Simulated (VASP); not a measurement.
# Pt (Fm-3m) in VASP: further runs, part 2 of 3

VASP 6.6.1. Earlier steps stand in the parts before.

## 4. Single point, r2SCAN

POSCAR

```
Pt
1.0
    0.0000000000      1.9705765473      1.9705765473
    1.9705765473      0.0000000000      1.9705765473
    1.9705765473      1.9705765473      0.0000000000
Pt
1
Direct
    0.0000000000      0.0000000000      0.0000000000
```

INCAR.step1

```
SYSTEM = Pt
  PREC = Accurate
  ENCUT = 520
  ISMEAR = 1
  SIGMA = 0.6
  LREAL = .FALSE.
  LASPH = .TRUE.
  NELM = 100
  NBANDS = 11
  GGA = PE
  ALGO = Normal
  EDIFF = 1E-4
  LWAVE = .TRUE.
  LCHARG = .FALSE.
```

INCAR.step2

```
SYSTEM = Pt
  PREC = Accurate
  ENCUT = 520
  EDIFF = 1E-7
  ISMEAR = 1
  SIGMA = 0.6
  LREAL = .FALSE.
  LASPH = .TRUE.
  NELM = 100
  ALGO = Normal
  ISIF = 2
  LWAVE = .FALSE.
  LCHARG = .FALSE.
  METAGGA = R2SCAN
  LMIXTAU = .TRUE.
  NBANDS = 11
  ISTART = 1
```

KPOINTS

```
Automatic mesh
0
G
  14 14 14
  0 0 0
```

Potentials or basis: VASP PAW PBE potentials, release 64 (Pt).

Launch:

```sh
$ cat potpaw_PBE.64/Pt/POTCAR > POTCAR
$ cp INCAR.step1 INCAR
$ mpirun -np 1 vasp_std > vasp.out
$ cp INCAR.step2 INCAR
$ mpirun -np 1 vasp_std > vasp.out
```

OUTCAR:

```text
SYSTEM = Pt
   PREC = Accurate
   ENCUT = 520
   EDIFF = 1E-7
   ISMEAR = 1
   LREAL = .FALSE.
   LASPH = .TRUE.
   NELM = 100
   ISIF = 2
   METAGGA = R2SCAN
   ISTART = 1

 ion  position               nearest neighbor table
   1  0.000  0.000  0.000-

  LATTYP: Found a face centered cubic cell.
 ALAT       =     3.9411530946

  Lattice vectors:

 A1 = (   0.0000000000,   1.9705765473,   1.9705765473)
 A2 = (   1.9705765473,   0.0000000000,   1.9705765473)
 A3 = (   1.9705765473,   1.9705765473,   0.0000000000)

Analysis of symmetry for initial positions (statically):
=====================================================================
 Subroutine PRICEL returns:
 Original cell was already a primitive cell.

 Routine SETGRP: Setting up the symmetry group for a
 face centered cubic supercell.

 Subroutine GETGRP returns: Found 48 space group operations
 (whereof 48 operations were pure point group operations)
 out of a pool of 48 trial point group operations.

The static configuration has the point symmetry O_h .

Analysis of symmetry for dynamics (positions and initial velocities):
=====================================================================
 Subroutine PRICEL returns:
 Original cell was already a primitive cell.

 Routine SETGRP: Setting up the symmetry group for a
 face centered cubic supercell.

 Subroutine GETGRP returns: Found 48 space group operations
 (whereof 48 operations were pure point group operations)
 out of a pool of 48 trial point group operations.

The dynamic configuration has the point symmetry O_h .

 Subroutine INISYM returns: Found 48 space group operations
 (whereof 48 operations are pure point group operations),
 and found     1 'primitive' translations

----------------------------------------------------------------------------------------

                                     Primitive cell

  volume of cell :      15.3042

  direct lattice vectors                    reciprocal lattice vectors
     0.000000000  1.970576547  1.970576547    -0.253732848  0.253732848  0.253732848
     1.970576547  0.000000000  1.970576547     0.253732848 -0.253732848  0.253732848
     1.970576547  1.970576547  0.000000000     0.253732848  0.253732848 -0.253732848

  length of vectors
     2.786816079  2.786816079  2.786816079     0.439478185  0.439478185  0.439478185

  position of ions in fractional coordinates (direct lattice)
     0.000000000  0.000000000  0.000000000

  ion indices of the primitive-cell ions
   primitive index   ion index
                 1           1

----------------------------------------------------------------------------------------

 KPOINTS: Automatic mesh

Automatic generation of k-mesh.
 Grid dimensions read from file:
 generate k-points for:   14   14   14

 Generating k-lattice:

  Cartesian coordinates                     Fractional coordinates (reciprocal lattice)
    -0.018123775  0.018123775  0.018123775     0.071428571  0.000000000  0.000000000
     0.018123775 -0.018123775  0.018123775     0.000000000  0.071428571  0.000000000
     0.018123775  0.018123775 -0.018123775     0.000000000  0.000000000  0.071428571

  Length of vectors
     0.031391299  0.031391299  0.031391299

  Shift w.r.t. Gamma in fractional coordinates (k-lattice)
     0.000000000  0.000000000  0.000000000

 Subroutine IBZKPT returns following result:
 ===========================================

 Found    104 irreducible k-points:

 Following reciprocal coordinates:
            Coordinates               Weight
  0.000000  0.000000  0.000000      1.000000
  0.071429  0.000000  0.000000      8.000000
  0.142857  0.000000  0.000000      8.000000
  0.214286  0.000000  0.000000      8.000000
  0.285714  0.000000  0.000000      8.000000
  0.357143  0.000000  0.000000      8.000000
[... 16 lines left out ...]
  0.214286  0.142857  0.000000     24.000000
  0.285714  0.142857  0.000000     24.000000
 [... further k-points ...]
   k-points           NKPTS =    104   k-points in BZ     NKDIM =    104   number of bands    NBANDS=     11
   number of dos      NEDOS =    301   number of ions     NIONS =      1
   total plane-waves  NPLWV =  13824
   dimension x,y,z NGX =    24 NGY =   24 NGZ =   24
   dimension x,y,z NGXF=    48 NGYF=   48 NGZF=   48
   ions per type =               1
   NGX,Y,Z   is equivalent  to a cutoff of  14.32, 14.32, 14.32 a.u.
   NGXF,Y,Z  is equivalent  to a cutoff of  28.63, 28.63, 28.63 a.u.
 SYSTEM =  Pt
   PREC   = accura    normal or accurate (medium, high low for compatibility)
   ISTART =      1    job   : 0-new  1-cont  2-samecut
   ICHARG =      0    charge: 1-file 2-atom 10-const
   ISPIN  =      1    spin polarized calculation?
   LNONCOLLINEAR =      F non collinear calculations
   LSORBIT =      F    spin-orbit coupling
   LASPH  =      T    aspherical Exc in radial PAW
   ENCUT  =  520.0 eV  38.22 Ry    6.18 a.u.   5.18  5.18  5.18*2*pi/ulx,y,z
   NELM   =    100;   NELMIN=  2; NELMDL=  0     # of ELM steps
   EDIFF  = 0.1E-06   stopping-criterion for ELM
   LREAL  =      F    real-space projection
   EDIFFG = 0.1E-05   stopping-criterion for IOM
   NSW    =      0    number of steps for IOM
   IBRION =     -1    ionic relax: 0-MD 1-quasi-New 2-CG
   NFREE  =      0    steps in history (QN), initial steepest desc. (CG)
   ISIF   =      2    stress and relaxation
   ISYM   =      2    0-nonsym 1-usesym 2-fastsym
   POTIM  = 0.5000    time-step for ionic-motion
   TEBEG  =    0.0;   TEEND  =   0.0 temperature during run
   PSTRESS=    0.0 pullay stress
   NELECT =      10.0000    total number of electrons
   NUPDOWN=      -1.0000    fix difference up-down
   EMIN   =  10.00;   EMAX   =-10.00  energy-range for DOS
   EFERMI =   0.00;   METHOD = LEGACY
   ISMEAR =     1;   SIGMA  =   0.60  broadening in eV -4-tet -1-fermi 0-gaus
   EFERMI_NEDOS =   21; number of points for ismear=-14 and -15
   IALGO  =     38    algorithm
   IMIX   =      4    mixing-type and parameters
     AMIX     =   0.40;   BMIX     =  1.00
     AMIX_MAG =   1.60;   BMIX_MAG =  1.00
  volume/ion in A,a.u.               =      15.30       103.28
  Fermi-wavevector in a.u.,A,eV,Ry     =   1.420599  2.684543 27.457940  2.018102
  Thomas-Fermi vector in A             =   2.541497
   LORBIT       =      0    0 simple, 1 ext, 2 COOP (PROOUT), +10 PAW based schemes
   METAGGA = R2SCAN    functional components
   LHFCALC =     F    Hartree Fock is set to
   AEXX    =    0.0000 exact exchange contribution
   IVDW    =     0    specifies the selected vdW correction
   LEPSILON=     F    determine dielectric tensor
   LRPA    =     F    only Hartree local field effects (RPA)
 non-spin polarized calculation
 Methfessel and Paxton  Order N= 1 SIGMA  =   0.60
  energy-cutoff  :      520.00
  volume of cell :       15.30
 maximum number of plane-waves:       428
 NGX is ok and might be reduce to    24
   NGX = 11   NGY = 11   NGZ = 11

 number of electron      10.0000001 magnetization

 Free energy of the ion-electron system (eV)
  ---------------------------------------------------
  ext. energy  EPLUGINS =         0.00000000
  ---------------------------------------------------
  free energy    TOTEN  =       -51.52293356 eV

  energy without entropy =      -51.49039314  energy(sigma->0) =      -51.51208675

 E-fermi :  10.7446     XC(G=0): -14.5307

 val. band max:       10.7152040807   @ k =  -0.3571   0.3571   0.1429
 cond. band min:      10.7603274214   @ k =   0.5000   0.0000   0.0000
 fundamental gap:      0.0451233407
 Fermi energy:        10.7445729545

 k-point     1 :       0.0000    0.0000    0.0000
  band No.  band energies     occupation
      1       0.4095      2.00000
      2       6.9129      2.00000
      3       6.9129      2.00000
      4       6.9129      2.00000
      5       9.0261      2.00039
      6       9.0261      2.00039
      7      26.2590      0.00000
      8      31.3416      0.00000
      9      31.3416      0.00000
     10      31.3416      0.00000
     11      37.1581      0.00000

 k-point     2 :       0.0714    0.0000    0.0000
  band No.  band energies     occupation
      1       0.6200      2.00000
      2       6.8220      2.00000
      3       6.9951      2.00000
      4       6.9951      2.00000
      5       8.9824      2.00026
      6       8.9824      2.00026
      7      26.5764      0.00000
      8      30.3055      0.00000
      9      31.6565      0.00000
     10      31.6565      0.00000
     11      38.2272      0.00000
[... 295 lines left out ...]
 k-point    24 :       0.2857    0.1429    0.0000
  band No.  band energies     occupation
      1       3.0078      2.00000
      2       5.8376      2.00000
      3       7.2386      2.00000
      4       7.8418      2.00000
      5       8.9844      2.00027
      6       9.8227      2.05200
      7      25.6610      0.00000
      8      28.9489      0.00000
      9      30.3984      0.00000
     10      31.9376      0.00000
     11      35.9377      0.00000

 [... further k-points ...]
[... 5 lines left out ...]
  --------------------------------------------------------------------------------------
  -------------------------------------------------------------------------------------
  Total        0.0612706      0.0612706      0.0612706      0.0000000      0.0000000      0.0000000
  in kB        6.4143489      6.4143489      6.4143489      0.0000000      0.0000000      0.0000000
  external PRESSURE =       6.4143489 kB  Pullay stress =       0.0000000 kB

 VOLUME and BASIS-vectors are now :
 -----------------------------------------------------------------------------
  energy-cutoff  :      520.00
  volume of cell :       15.30
      direct lattice vectors                 reciprocal lattice vectors
     0.000000000  1.970576547  1.970576547    -0.253732848  0.253732848  0.253732848
     1.970576547  0.000000000  1.970576547     0.253732848 -0.253732848  0.253732848
     1.970576547  1.970576547  0.000000000     0.253732848  0.253732848 -0.253732848

 POSITION                                       TOTAL-FORCE (eV/Angst)
 -----------------------------------------------------------------------------------
      0.00000      0.00000      0.00000         0.000000      0.000000     -0.000000
 -----------------------------------------------------------------------------------
    total drift:                                0.000000     -0.000000     -0.000000

  FREE ENERGIE OF THE ION-ELECTRON SYSTEM (eV)
  ---------------------------------------------------
  free  energy   TOTEN  =       -51.5229335583 eV

  energy  without entropy=      -51.4903931368  energy(sigma->0) =      -51.51208675
```

OUTCAR.step1:

```text
SYSTEM = Pt
   PREC = Accurate
   ENCUT = 520
   ISMEAR = 1
   LREAL = .FALSE.
   LASPH = .TRUE.
   NELM = 100
[... 553 lines left out ...]
 -----------------------------------------------------------------------------------
      0.00000      0.00000      0.00000         0.000000     -0.000000      0.000000
 -----------------------------------------------------------------------------------
    total drift:                                0.000000     -0.000000     -0.000000

  FREE ENERGIE OF THE ION-ELECTRON SYSTEM (eV)
  ---------------------------------------------------
  free  energy   TOTEN  =        -6.1160636995 eV

  energy  without entropy=       -6.0812585175  energy(sigma->0) =       -6.10446197
```

It took 92 s on 1 thread of AMD EPYC 7R43 (Zen 3), shared host; peak memory 0.12 GiB.

Results:

| Property | Result |
| --- | --- |
| Free energy | -51.5229 eV |
| Pressure | 0.6 GPa |
| Band gap on the k mesh | zero (band 5 reaches 11.25 eV, above the bottom of band 6 at 8.92 eV) |

Levels at points of the mesh, in eV from the Fermi level:
| k point | band 3 | band 4 | band 5 | band 6 | band 7 | band 8 |
| --- | --- | --- | --- | --- | --- | --- |
| (0.00, 0.00, 0.00) | -3.83 | -3.83 | -1.72 | -1.72 | 15.51 | 20.60 |
| (0.50, 0.00, 0.00) | -3.93 | -0.25 | 0.02 | 0.02 | 6.04 | 15.15 |
| (0.50, 0.50, 0.00) | -0.07 | 0.50 | 0.50 | 1.97 | 9.17 | 11.97 |

Caveat: the PAW data sets were made with another functional, which shifts forces and pressure a little; spin-orbit coupling is left out, which moves the levels of the heavy elements.

## 5. Single point, r2SCAN

POSCAR is that of step 4.

INCAR.step1

```
SYSTEM = Pt
ALGO = Normal
EDIFF = 1E-4
ENCUT = 520
GGA = PE
ISMEAR = -1
LASPH = .True.
LCHARG = .False.
LREAL = .False.
LWAVE = .True.
NBANDS = 11
NELM = 100
PREC = Accurate
SIGMA = 0.1
```

INCAR.step2

```
SYSTEM = Pt
ALGO = Normal
EDIFF = 1E-6
ENCUT = 520
ISIF = 2
ISMEAR = -1
ISTART = 1
LASPH = .True.
LCHARG = .True.
LELF = .True.
LMIXTAU = .True.
LREAL = .False.
LVHAR = .True.
LWAVE = .False.
METAGGA = R2SCAN
NBANDS = 11
NELM = 100
PREC = Accurate
SIGMA = 0.1
```

KPOINTS

```
k-points
0
Gamma
  15 15 15
  0 0 0
```

Potentials or basis: VASP PAW PBE potentials, release 64 (Pt).

Launch:

```sh
$ cat potpaw_PBE.64/Pt/POTCAR > POTCAR
$ cp INCAR.step1 INCAR
$ mpirun -np 1 vasp_std > vasp.out
$ cp INCAR.step2 INCAR
$ mpirun -np 1 vasp_std > vasp.out
```

OUTCAR:

```text
SYSTEM = Pt
   EDIFF = 1E-6
   ENCUT = 520
   ISIF = 2
   ISMEAR = -1
   ISTART = 1
   LASPH = .True.
   LREAL = .False.
   METAGGA = R2SCAN
   NELM = 100
   PREC = Accurate

 ion  position               nearest neighbor table
   1  0.000  0.000  0.000-

  LATTYP: Found a face centered cubic cell.
 ALAT       =     3.9411530946

  Lattice vectors:

 A1 = (   0.0000000000,   1.9705765473,   1.9705765473)
 A2 = (   1.9705765473,   0.0000000000,   1.9705765473)
 A3 = (   1.9705765473,   1.9705765473,   0.0000000000)

Analysis of symmetry for initial positions (statically):
[... 505 lines left out ...]
      4       7.6544      2.00000
      5       8.2816      2.00000
      6       9.4144      2.00000
      7      28.2867      0.00000
      8      28.5941      0.00000
      9      30.9910      0.00000
     10      31.7088      0.00000
     11      36.8821      0.00000

 [... further k-points ...]
[... 5 lines left out ...]
  --------------------------------------------------------------------------------------
  -------------------------------------------------------------------------------------
  Total        0.0819069      0.0819069      0.0819069      0.0000000      0.0000000     -0.0000000
  in kB        8.5747454      8.5747454      8.5747454      0.0000000      0.0000000     -0.0000000
  external PRESSURE =       8.5747454 kB  Pullay stress =       0.0000000 kB

 VOLUME and BASIS-vectors are now :
 -----------------------------------------------------------------------------
  energy-cutoff  :      520.00
  volume of cell :       15.30
      direct lattice vectors                 reciprocal lattice vectors
     0.000000000  1.970576547  1.970576547    -0.253732848  0.253732848  0.253732848
     1.970576547  0.000000000  1.970576547     0.253732848 -0.253732848  0.253732848
     1.970576547  1.970576547  0.000000000     0.253732848  0.253732848 -0.253732848

 POSITION                                       TOTAL-FORCE (eV/Angst)
 -----------------------------------------------------------------------------------
      0.00000      0.00000      0.00000        -0.000000      0.000000      0.000000
 -----------------------------------------------------------------------------------
    total drift:                                0.000000      0.000000     -0.000000

  FREE ENERGIE OF THE ION-ELECTRON SYSTEM (eV)
  ---------------------------------------------------
  free  energy   TOTEN  =       -51.5269281436 eV

  energy  without entropy=      -51.4745574781  energy(sigma->0) =      -51.50074281
```

OUTCAR.step1:

```text
SYSTEM = Pt
   EDIFF = 1E-4
   ENCUT = 520
   GGA = PE
   ISMEAR = -1
   LASPH = .True.
   LREAL = .False.
[... 552 lines left out ...]
 -----------------------------------------------------------------------------------
      0.00000      0.00000      0.00000         0.000000      0.000000      0.000000
 -----------------------------------------------------------------------------------
    total drift:                                0.000000     -0.000000     -0.000000

  FREE ENERGIE OF THE ION-ELECTRON SYSTEM (eV)
  ---------------------------------------------------
  free  energy   TOTEN  =        -6.1207650659 eV

  energy  without entropy=       -6.0655541604  energy(sigma->0) =       -6.09315961
```

It took 1.7 min on 1 thread of AMD EPYC 7R43 (Zen 3), shared host; peak memory 0.13 GiB.

What came out:

```yaml
Free_energy: -51.5269 eV
Pressure: 0.9 GPa
Band_gap_on_the_k_mesh: zero (band 5 reaches 11.20 eV, above the bottom of band 6 at 8.93 eV)
```

Levels at points of the mesh, in eV from the Fermi level:
| k point | band 3 | band 4 | band 5 | band 6 | band 7 | band 8 |
| --- | --- | --- | --- | --- | --- | --- |
| (0.00, 0.00, 0.00) | -3.84 | -3.84 | -1.73 | -1.73 | 15.50 | 20.59 |

Caveat: the PAW data sets were made with another functional, which shifts forces and pressure a little; spin-orbit coupling is left out, which moves the levels of the heavy elements.

(Continued in part 3 of 3.)
